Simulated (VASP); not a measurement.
The system is Ni.

```xyz
1
Lattice="0.0000 1.7673 1.7673 1.7673 0.0000 1.7673 1.7673 1.7673 0.0000" Properties=species:S:1:pos:R:3 pbc="T T T"
Ni    0.0000    0.0000    0.0000
```

Base run:

- Program: VASP 6.6.1
- Functional: PBE
- Potentials or basis: VASP PAW PBE potentials, release 64 (Ni)
- Cutoff: 520 eV
- k mesh: 12 × 12 × 12
- Occupations: fermi-dirac, width 0.1 eV
- Spin: collinear spin, ferromagnetic start
- Starting moments: [1.21] μB
- Fixed moment: 1.21 μB

Its results: pressure 3.8 GPa; site moments Ni +1.18 μB.

**Question.** After a change of settings the same cell gave: pressure -1.5 GPa; site moments Ni +0.74 μB. Which change was it?
A. fixed moment from 1.21 μB to 1.45 μB; moments at the start from [1.21] to [1.45]
B. fixed moment from 1.21 μB to 1.94 μB; moments at the start from [1.21] to [1.94]
C. fixed moment from 1.21 μB to 0.97 μB; moments at the start from [1.21] to [0.97]
D. fixed moment from 1.21 μB to 0.73 μB; moments at the start from [1.21] to [0.73]

**Answer.** D.

Caveats: the total moment is fixed, so each spin has its own Fermi level.
